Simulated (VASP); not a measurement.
# Lu (P6/mmm) in VASP: a series of runs

The runs below take Lu through relaxation of cell and atoms, single point, with PBE.

All numbers are computed with VASP 6.6.1; they aren't measurements. Logs are shortened: lines on timing, memory, paths and dates and some standing lists are left out, and cuts for length are marked.

## Step 1: The cell of the first run

Symmetry: P6/mmm, No. 191, hexagonal system. The conventional cell has a = 3.344 Å, b = 3.344 Å, c = 3.201 Å, α = 90.00°, β = 90.00°, γ = 120.00°. Within 4.2 Å of Lu (site symmetry 6/mmm) lie 8 Lu at 3.20 to 3.34 Å.

The cell was built from a structure type or drawn by symmetry, and may not be a known phase.

## Step 2: Relaxation of cell and atoms, PBE

File INCAR:

```
SYSTEM = Lu
  ALGO = Normal
  EDIFF = 1E-6
  EDIFFG = -0.01
  ENCUT = 600
  GGA = PE
  IBRION = 2
  ISIF = 3
  ISMEAR = 0
  LASPH = .True.
  LCHARG = .False.
  LREAL = .False.
  LWAVE = .False.
  NELM = 100
  NSW = 100
  PREC = Accurate
  SIGMA = 0.1
```

File KPOINTS:

```
k-points
0
Gamma
  21 21 18
  0 0 0
```

File POSCAR:

```
Lu
1.0
    3.3436320575      0.0000000000      0.0000000000
   -1.6718160287      2.8956703027      0.0000000000
    0.0000000000      0.0000000000      3.2006333526
Lu
1
Direct
    0.0000000000      0.0000000000      0.5000000000
```

Potentials or basis: VASP PAW PBE potentials, release 64 (Lu).

On the command line:

```console
$ cat potpaw_PBE.64/Lu/POTCAR > POTCAR
$ mpirun -np 1 vasp_std > vasp.out
```

OUTCAR:

```text
SYSTEM = Lu
   EDIFF = 1E-6
   EDIFFG = -0.01
   ENCUT = 600
   GGA = PE
   IBRION = 2
   ISIF = 3
   ISMEAR = 0
   LASPH = .True.
   LREAL = .False.
   NELM = 100
   NSW = 100
   PREC = Accurate

 ion  position               nearest neighbor table
   1  0.000  0.000  0.500-

  LATTYP: Found a hexagonal cell.
 ALAT       =     3.3436320575
 C/A-ratio  =     0.9572325237

  Lattice vectors:

 A1 = (   3.3436320575,   0.0000000000,   0.0000000000)
 A2 = (  -1.6718160287,   2.8956703027,   0.0000000000)
 A3 = (   0.0000000000,   0.0000000000,   3.2006333526)

Analysis of symmetry for initial positions (statically):
=====================================================================
 Subroutine PRICEL returns:
 Original cell was already a primitive cell.

 Routine SETGRP: Setting up the symmetry group for a
 hexagonal supercell.

 Subroutine GETGRP returns: Found 24 space group operations
 (whereof 24 operations were pure point group operations)
 out of a pool of 24 trial point group operations.

The static configuration has the point symmetry D_6h.

Analysis of symmetry for dynamics (positions and initial velocities):
=====================================================================
 Subroutine PRICEL returns:
 Original cell was already a primitive cell.

 Routine SETGRP: Setting up the symmetry group for a
 hexagonal supercell.

 Subroutine GETGRP returns: Found 24 space group operations
 (whereof 24 operations were pure point group operations)
 out of a pool of 24 trial point group operations.

The dynamic configuration has the point symmetry D_6h.

 Subroutine INISYM returns: Found 24 space group operations
 (whereof 24 operations are pure point group operations),
 and found     1 'primitive' translations

----------------------------------------------------------------------------------------

                                     Primitive cell

  volume of cell :      30.9887

  direct lattice vectors                    reciprocal lattice vectors
     3.343632057  0.000000000  0.000000000     0.299075970  0.172671592  0.000000000
    -1.671816029  2.895670303  0.000000000     0.000000000  0.345343183  0.000000000
     0.000000000  0.000000000  3.200633353     0.000000000  0.000000000  0.312438161

  length of vectors
     3.343632057  3.343632057  3.200633353     0.345343183  0.345343183  0.312438161

  position of ions in fractional coordinates (direct lattice)
     0.000000000  0.000000000  0.500000000

  ion indices of the primitive-cell ions
   primitive index   ion index
                 1           1

----------------------------------------------------------------------------------------

 KPOINTS: k-points

Automatic generation of k-mesh.
 Grid dimensions read from file:
 generate k-points for:   21   21   18

 Generating k-lattice:

  Cartesian coordinates                     Fractional coordinates (reciprocal lattice)
     0.014241713  0.008222457  0.000000000     0.047619048  0.000000000  0.000000000
     0.000000000  0.016444913  0.000000000     0.000000000  0.047619048  0.000000000
     0.000000000  0.000000000  0.017357676     0.000000000  0.000000000  0.055555556

  Length of vectors
     0.016444913  0.016444913  0.017357676

  Shift w.r.t. Gamma in fractional coordinates (k-lattice)
     0.000000000  0.000000000  0.000000000

 Subroutine IBZKPT returns following result:
 ===========================================

 Found    480 irreducible k-points:

 Following reciprocal coordinates:
            Coordinates               Weight
  0.000000  0.000000  0.000000      1.000000
  0.047619  0.000000  0.000000      6.000000
  0.095238 -0.000000  0.000000      6.000000
  0.142857 -0.000000  0.000000      6.000000
  0.190476 -0.000000  0.000000      6.000000
  0.238095 -0.000000  0.000000      6.000000
[... 16 lines left out ...]
  0.142857  0.095238  0.000000     12.000000
  0.190476  0.095238  0.000000     12.000000
 [... further k-points ...]
   k-points           NKPTS =    480   k-points in BZ     NKDIM =    480   number of bands    NBANDS=     16
   number of dos      NEDOS =    301   number of ions     NIONS =      1
   total plane-waves  NPLWV =  21952
   dimension x,y,z NGX =    28 NGY =   28 NGZ =   28
   dimension x,y,z NGXF=    56 NGYF=   56 NGZF=   56
   ions per type =               1
   NGX,Y,Z   is equivalent  to a cutoff of  13.92, 13.92, 14.54 a.u.
   NGXF,Y,Z  is equivalent  to a cutoff of  27.84, 27.84, 29.09 a.u.
 SYSTEM =  Lu
   PREC   = accura    normal or accurate (medium, high low for compatibility)
   ISTART =      0    job   : 0-new  1-cont  2-samecut
   ICHARG =      2    charge: 1-file 2-atom 10-const
   ISPIN  =      1    spin polarized calculation?
   LNONCOLLINEAR =      F non collinear calculations
   LSORBIT =      F    spin-orbit coupling
   LASPH  =      T    aspherical Exc in radial PAW
   ENCUT  =  600.0 eV  44.10 Ry    6.64 a.u.   6.68  6.68  6.39*2*pi/ulx,y,z
   NELM   =    100;   NELMIN=  2; NELMDL= -5     # of ELM steps
   EDIFF  = 0.1E-05   stopping-criterion for ELM
   LREAL  =      F    real-space projection
   EDIFFG = -.1E-01   stopping-criterion for IOM
   NSW    =    100    number of steps for IOM
   IBRION =      2    ionic relax: 0-MD 1-quasi-New 2-CG
   NFREE  =      1    steps in history (QN), initial steepest desc. (CG)
   ISIF   =      3    stress and relaxation
   ISYM   =      2    0-nonsym 1-usesym 2-fastsym
   POTIM  = 0.5000    time-step for ionic-motion
   TEBEG  =    0.0;   TEEND  =   0.0 temperature during run
   PSTRESS=    0.0 pullay stress
   NELECT =      25.0000    total number of electrons
   NUPDOWN=      -1.0000    fix difference up-down
   EMIN   =  10.00;   EMAX   =-10.00  energy-range for DOS
   EFERMI =   0.00;   METHOD = LEGACY
   ISMEAR =     0;   SIGMA  =   0.10  broadening in eV -4-tet -1-fermi 0-gaus
   EFERMI_NEDOS =   21; number of points for ismear=-14 and -15
   IALGO  =     38    algorithm
   IMIX   =      4    mixing-type and parameters
     AMIX     =   0.40;   BMIX     =  1.00
     AMIX_MAG =   1.60;   BMIX_MAG =  1.00
  volume/ion in A,a.u.               =      30.99       209.12
  Fermi-wavevector in a.u.,A,eV,Ry     =   1.524007  2.879956 31.600860  2.322598
  Thomas-Fermi vector in A             =   2.632373
   LORBIT       =      0    0 simple, 1 ext, 2 COOP (PROOUT), +10 PAW based schemes
   GGA     = PE    functional components
   LHFCALC =     F    Hartree Fock is set to
   AEXX    =    0.0000 exact exchange contribution
   IVDW    =     0    specifies the selected vdW correction
   LEPSILON=     F    determine dielectric tensor
   LRPA    =     F    only Hartree local field effects (RPA)
 conjugate gradient relaxation of ions
 non-spin polarized calculation
 Gauss-broadening in eV      SIGMA  =   0.10
  energy-cutoff  :      600.00
  volume of cell :       30.99
 maximum number of plane-waves:      1062
 NGX is ok and might be reduce to    28
   NGX = 13   NGY = 13   NGZ = 13

--------------------------------------- Ionic step        1  -------------------------------------------

 number of electron      25.0000006 magnetization

 Free energy of the ion-electron system (eV)
  ---------------------------------------------------
  ext. energy  EPLUGINS =         0.00000000
  ---------------------------------------------------
  free energy    TOTEN  =        -4.03084960 eV

  energy without entropy =       -4.01909082  energy(sigma->0) =       -4.02497021

------------------------ aborting loop because EDIFF is reached ----------------------------------------

  FORCE on cell =-STRESS in cart. coord.  units (eV):
  Direction    XX          YY          ZZ          XY          YZ          ZX
  --------------------------------------------------------------------------------------
  -------------------------------------------------------------------------------------
  Total       -0.2146685     -0.2146685      0.4117744     -0.0000000     -0.0000000      0.0000000
  in kB      -11.0987862    -11.0987862     21.2895469     -0.0000000     -0.0000000      0.0000000
  external PRESSURE =      -0.3026751 kB  Pullay stress =       0.0000000 kB

 VOLUME and BASIS-vectors are now :
 -----------------------------------------------------------------------------
  energy-cutoff  :      600.00
  volume of cell :       30.99
      direct lattice vectors                 reciprocal lattice vectors
     3.343632057  0.000000000  0.000000000     0.299075970  0.172671592  0.000000000
    -1.671816029  2.895670303  0.000000000     0.000000000  0.345343183  0.000000000
     0.000000000  0.000000000  3.200633353     0.000000000  0.000000000  0.312438161
[... 106 lines left out ...]
 POSITION                                       TOTAL-FORCE (eV/Angst)
 -----------------------------------------------------------------------------------
      0.00000     -0.00000      1.63360         0.000000     -0.000000      0.000000
 -----------------------------------------------------------------------------------
    total drift:                               -0.000000     -0.000000      0.000000

  FREE ENERGIE OF THE ION-ELECTRON SYSTEM (eV)
  ---------------------------------------------------
  free  energy   TOTEN  =        -4.0372571706 eV

  energy  without entropy=       -4.0244969946  energy(sigma->0) =       -4.03087708

--------------------------------------- Ionic step        5  -------------------------------------------

 number of electron      24.9999995 magnetization

 Free energy of the ion-electron system (eV)
  ---------------------------------------------------
  ext. energy  EPLUGINS =         0.00000000
  ---------------------------------------------------
  free energy    TOTEN  =        -4.03734528 eV

  energy without entropy =       -4.02450467  energy(sigma->0) =       -4.03092497

 E-fermi :   1.8877     XC(G=0): -10.3117

 val. band max:        1.8860473237   @ k =   0.0476   0.0476   0.3333
 cond. band min:       1.8877412642   @ k =   0.4286   0.0000   0.0556
 fundamental gap:      0.0016939405
 Fermi energy:         1.8876962496

 k-point     1 :       0.0000    0.0000    0.0000
  band No.  band energies     occupation
      1     -54.5892      2.00000
      2     -25.1254      2.00000
      3     -24.9404      2.00000
      4     -24.9404      2.00000
      5      -3.8595      2.00000
      6      -3.3471      2.00000
[... 8 lines left out ...]
     15       4.2316      0.00000
     16       8.1740      0.00000
[... 419 lines left out ...]
 k-point    24 :       0.1905    0.0952    0.0000
  band No.  band energies     occupation
      1     -54.5721      2.00000
      2     -25.2175      2.00000
      3     -25.0930      2.00000
      4     -25.0189      2.00000
      5      -3.3353      2.00000
      6      -3.3139      2.00000
[... 8 lines left out ...]
     15       5.8750      0.00000
     16       6.1443      0.00000

 [... further k-points ...]

------------------------ aborting loop because EDIFF is reached ----------------------------------------

  FORCE on cell =-STRESS in cart. coord.  units (eV):
  Direction    XX          YY          ZZ          XY          YZ          ZX
  --------------------------------------------------------------------------------------
  -------------------------------------------------------------------------------------
  Total       -0.0083236     -0.0083236     -0.0031381     -0.0000000      0.0000000      0.0000000
  in kB       -0.4274242     -0.4274242     -0.1611429     -0.0000000      0.0000000      0.0000000
  external PRESSURE =      -0.3386638 kB  Pullay stress =       0.0000000 kB

 VOLUME and BASIS-vectors are now :
 -----------------------------------------------------------------------------
  energy-cutoff  :      600.00
  volume of cell :       31.20
      direct lattice vectors                 reciprocal lattice vectors
     3.314939744 -0.000000000 -0.000000000     0.301664608  0.174166143  0.000000000
    -1.657469872  2.870822031  0.000000000     0.000000000  0.348332286 -0.000000000
    -0.000000000  0.000000000  3.278532867     0.000000000 -0.000000000  0.305014481

 POSITION                                       TOTAL-FORCE (eV/Angst)
 -----------------------------------------------------------------------------------
     -1.65747      2.87082      1.63927         0.000000      0.000000      0.000000
 -----------------------------------------------------------------------------------
    total drift:                               -0.000000      0.000000      0.000000

  FREE ENERGIE OF THE ION-ELECTRON SYSTEM (eV)
  ---------------------------------------------------
  free  energy   TOTEN  =        -4.0373452758 eV

  energy  without entropy=       -4.0245046666  energy(sigma->0) =       -4.03092497

 reached required accuracy - stopping structural energy minimisation
```

Wall time 18 min (1 thread of Intel Xeon Platinum 8375C at 2.90GHz (Ice Lake), shared host); peak memory 0.44 GiB.

What came out:

| Item | Value |
| --- | --- |
| Free energy | -4.0373 eV |
| Relaxed volume | 31.20 Å³/atom |
| Relaxed cell | a = 3.315 Å, b = 3.315 Å, c = 3.279 Å, α = 90.00°, β = 90.00°, γ = 120.00° |
| Space group after relaxing (to 0.1 Å) | P6/mmm (No. 191) |
| Energy gained by relaxing | 6.5 meV/atom |
| Ionic steps | 5 |
| Pressure after relaxing | 0.0 GPa |
| Band gap on the k mesh | zero (an odd number of electrons rules out a gap without spin polarisation) |

Step by step:
```csv
step,energy change (eV),largest force (eV/Å),pressure (GPa),volume (Å³)
1,0.0000,0.0000,-0.03,30.99
2,-0.0064,0.0000,0.15,30.95
3,-0.0064,0.0000,0.34,30.95
4,-0.0064,0.0000,0.29,30.95
5,-0.0065,0.0000,-0.03,31.20
```

Final structure:
```
Lu
1.0
     3.31494    0.00000    0.00000
    -1.65747    2.87082    0.00000
     0.00000    0.00000    3.27853
Lu
1
Cartesian
  -1.6575 2.8708 1.6393
```

Caveat: spin-orbit coupling is left out, which moves the levels of the heavy elements.

## Step 3: Single point, PBE

This run uses another cell than the first one, of 34.00 Å³/atom.

File INCAR:

```
PREC = Accurate
ENCUT = 520
EDIFF = 1E-6
ISMEAR = 0
SIGMA = 0.1
LREAL = False
LASPH = True
NELM = 100
ALGO = Normal
ISIF = 2
LWAVE = False
LCHARG = False
GGA = PE
NBANDS = 18
```

File KPOINTS:

```
Automatic mesh
0
Gamma
  6 6 6
```

File POSCAR:

```
Lu
1.0
    3.6176375100      0.0000000000      0.0000000000
   -1.8088187500      3.1329659800      0.0000000000
    0.0000000000      0.0000000000      2.9999141100
Lu
1
Direct
    0.0000000000      0.0000000000      0.5000000000
```

Potentials or basis: VASP PAW PBE potentials, release 64 (Lu).

On the command line:

```console
$ cat potpaw_PBE.64/Lu/POTCAR > POTCAR
$ mpirun -np 1 vasp_std > vasp.out
```

It took 21 s on 1 thread of Intel Xeon Platinum 8375C at 2.90GHz (Ice Lake), shared host; peak memory 0.16 GiB.

It converged, with:

- Free energy: -3.8514 eV
- Pressure: -2.5 GPa
- Band gap on the k mesh: zero (an odd number of electrons rules out a gap without spin polarisation)

Stress tensor (GPa, compression positive):
```
-6.11  0.00  0.00
 0.00 -6.11  0.00
 0.00  0.00  4.62
```

Levels at points of the mesh, in eV from the Fermi level:
| k point | band 10 | band 11 | band 12 | band 13 | band 14 | band 15 | band 16 | band 17 |
| --- | --- | --- | --- | --- | --- | --- | --- | --- |
| (0.00, 0.00, 0.00) | -5.30 | -5.29 | -5.27 | -0.29 | 1.94 | 1.94 | 6.35 | 6.35 |
| (0.50, 0.00, 0.00) | -5.29 | -5.27 | -2.47 | -0.20 | -0.18 | 4.69 | 5.44 | 5.99 |
| (0.00, 0.00, 0.50) | -5.28 | -5.27 | -1.90 | 0.25 | 2.53 | 2.53 | 3.03 | 3.03 |
| (0.50, 0.00, 0.50) | -5.29 | -5.28 | -1.35 | 0.35 | 1.71 | 3.97 | 4.19 | 5.98 |

Caveat: spin-orbit coupling is left out, which moves the levels of the heavy elements.

## Step 4: Single point, PBE

File INCAR:

```
SYSTEM = Lu
  PREC = Accurate
  ENCUT = 520
  EDIFF = 1E-6
  ISMEAR = 0
  SIGMA = 0.1
  LREAL = .FALSE.
  LASPH = .TRUE.
  NELM = 100
  ALGO = Normal
  ISIF = 2
  LWAVE = .FALSE.
  LCHARG = .FALSE.
  GGA = PE
  NBANDS = 18
```

File KPOINTS:

```
Automatic mesh
0
G
  6 6 6
  0 0 0
```

File POSCAR:

```
Lu
1.0
    3.3436320575     -0.0000000027      0.0000000000
   -1.6718160264      2.8956703040      0.0000000000
    0.0000000000      0.0000000000      3.2006333526
Lu
1
Direct
    0.0000000000      0.0000000000      0.5000000000
```

On the command line:

```console
$ cat potpaw_PBE.64/Lu/POTCAR > POTCAR
$ mpirun -np 1 vasp_std > vasp.out
```

Wall time 22 s (1 thread of Intel Xeon Platinum 8375C at 2.90GHz (Ice Lake), shared host); peak memory 0.16 GiB.

It converged, with:

```
Free energy            : -4.0154 eV
Pressure               : -0.4 GPa
Band gap on the k mesh : zero (an odd number of electrons rules out a gap without spin polarisation)
```

Levels at points of the mesh, in eV from the Fermi level:
| k point | band 10 | band 11 | band 12 | band 13 | band 14 | band 15 | band 16 | band 17 |
| --- | --- | --- | --- | --- | --- | --- | --- | --- |
| (0.00, 0.00, 0.00) | -5.13 | -5.13 | -5.05 | -0.27 | 2.34 | 2.34 | 6.40 | 6.40 |
| (0.50, 0.00, 0.00) | -5.10 | -5.09 | -2.33 | 0.16 | 0.35 | 3.45 | 5.78 | 6.84 |
| (0.00, 0.00, 0.50) | -5.11 | -5.05 | -2.81 | -0.40 | 3.00 | 3.00 | 3.87 | 3.87 |
| (0.50, 0.00, 0.50) | -5.10 | -5.08 | -1.50 | -0.41 | 2.71 | 4.12 | 4.14 | 7.11 |

Caveat: the k points lie up to 0.36 Å⁻¹ apart, too coarse for converged energies and pressures of a metal; spin-orbit coupling is left out, which moves the levels of the heavy elements.

## Step 5: Summary

```tsv
task	cell	k mesh	cutoff (eV)	gap on the mesh (eV)	pressure (GPa)
relaxation of cell and atoms	relaxed from a = 3.344, b = 3.344, c = 3.201 Å, angles 90.0, 90.0, 120.0°, 1 atom	21 × 21 × 18	600	none	0.0
single point	a = 3.618, b = 3.618, c = 3.000 Å, angles 90.0, 90.0, 120.0°, 1 atom	6 × 6 × 6	520	none	-2.5
single point	a = 3.344, b = 3.344, c = 3.201 Å, angles 90.0, 90.0, 120.0°, 1 atom	6 × 6 × 6	520	none	-0.4
```

Alike in all rows: level PBE; potentials or basis VASP PAW PBE potentials, release 64 (Lu); no spin polarisation; smearing gaussian 0.1 eV.

Caveats: some runs use coarse meshes; spin-orbit coupling is left out, which moves the levels of the heavy elements.

Absolute energies hang on the potentials; compare differences alone.
